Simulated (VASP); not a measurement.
## NbSi: single point with HF

NbSi:

```
Nb Si
1.0
     3.19964    0.00000    0.00000
     0.00000    3.19964    0.00000
     0.00000    0.00000    3.19964
Nb Si
1 1
Direct
  0.00000 0.00000 0.00000
  0.50000 0.50000 0.50000
```

| Item | Value |
| --- | --- |
| Program | VASP 6.6.1 |
| Task | single point |
| Functional | HF |
| Potentials or basis | VASP PAW PBE potentials, release 64 (Nb_sv, Si) |
| Cutoff | 520 eV |
| k mesh | 4 × 4 × 4 |
| Occupations | fermi-dirac, width 0.05 eV |
| Spin | no spin polarisation |
| Dipole correction | no |
| Grid for exact exchange (PRECFOCK) | Normal |
| Further INCAR settings | ALGO = Normal; EDIFF = 1e-07; NBANDS = 16 |
| Share of exact exchange | 1 |

| Item | Value |
| --- | --- |
| Pressure | -1.8 GPa |
| Band gap on the k mesh | zero (an odd number of electrons rules out a gap without spin polarisation) |

Levels at points of the mesh, in eV from the Fermi level:
| k point | band 5 | band 6 | band 7 | band 8 | band 9 | band 10 | band 11 | band 12 |
| --- | --- | --- | --- | --- | --- | --- | --- | --- |
| (0.00, 0.00, 0.00) | -18.81 | -6.31 | -6.31 | 4.22 | 4.22 | 4.22 | 5.71 | 5.71 |
| (0.50, 0.00, 0.00) | -14.43 | -11.92 | -4.97 | -3.35 | -3.35 | 6.94 | 7.81 | 8.75 |
| (0.50, 0.50, 0.00) | -14.14 | -6.95 | -6.95 | -5.77 | 3.16 | 3.16 | 7.64 | 7.66 |
| (0.50, 0.50, 0.50) | -9.36 | -9.36 | -9.36 | -8.02 | 6.21 | 6.21 | 6.21 | 7.51 |

It took 8.1 min on 1 thread of Intel(R) Xeon(R) Platinum 8259CL CPU @ 2.50GHz (Skylake/Cascade Lake), with other jobs on the host, peak memory 0.15 GiB.

Caveat: the k points lie up to 0.49 Å⁻¹ apart, too coarse for converged energies and pressures of a metal; the PAW data sets were made with another functional, which shifts forces and pressure a little.
